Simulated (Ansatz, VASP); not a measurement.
**CdTe: VASP beside Ansatz**

INCAR

```
PREC = Accurate
ENCUT = 500
EDIFF = 1E-6
ISMEAR = -1
SIGMA = 0.08
LREAL = F
LASPH = T
NELM = 120
ALGO = Normal
ISIF = 2
LWAVE = F
LCHARG = F
GGA = PS
NBANDS = 16
GGA_COMPAT = F
```

KPOINTS

```
regular mesh
0
Gamma
  10 10 10
```

File POSCAR:

```
CdTe
1.0
    0.0000000000      3.2050000000      3.2050000000
    3.2050000000      0.0000000000      3.2050000000
    3.2050000000      3.2050000000      0.0000000000
Cd Te
1 1
Direct
    0.0000000000      0.0000000000      0.0000000000
    0.7500000000      0.7500000000      0.7500000000
```

Input for Ansatz:

```yaml
crystal:
  lattice:
    - [0.0, 3.205, 3.205]
    - [3.205, 0.0, 3.205]
    - [3.205, 3.205, 0.0]
  atoms:
    - { symbol: Cd, position: [0.0, 0.0, 0.0] }
    - { symbol: Te, position: [0.75, 0.75, 0.75] }
kpoints:
  mp_grid: { grid: [10, 10, 10] }
  band_path:
    path:
      - [0.0, 0.0, 0.0]
      - [-0.5, -0.5, 0.0]
      - [-0.375, -0.375, 0.25]
      - [-0.375, 0.0, 0.375]
      - [0.0, 0.0, 0.0]
      - [0.0, 0.0, 0.5]
      - [-0.5, -0.25, 0.25]
      - [-0.5, -0.5, 0.0]
    npoints: 5
scf:
  occupations: { method: fermi_dirac, width: 0.08 }
hamiltonian:
  xc: pbesol
  pseudopotentials: { kind: all_electron, lapw: { basis_error: 0.00025 } }
output:
  forces: true
  stress: true
  eigenvalues: true
```

Alike in both runs: task single point; functional PBEsol; k mesh 10 × 10 × 10; occupations fermi-dirac, width 0.08 eV; no spin polarisation.

```csv
,VASP,Ansatz
version,VASP 6.6.1,Ansatz 0.2.0
potentials or method,"VASP PAW PBE potentials, release 64 (Cd, Te), cutoff 500 eV","all-electron LAPW, scalar-relativistic"
```

VASP gave:

| Property | Result |
| --- | --- |
| pressure (GPa) | 1.9 |

Problem. Which values does Ansatz return?

Solution. Pressure (GPa): 1.7.

VASP's potentials were made for PBE, not for PBEsol. Ansatz ran all-electron here, and VASP with PAW potentials.

Spin-orbit coupling is off throughout.
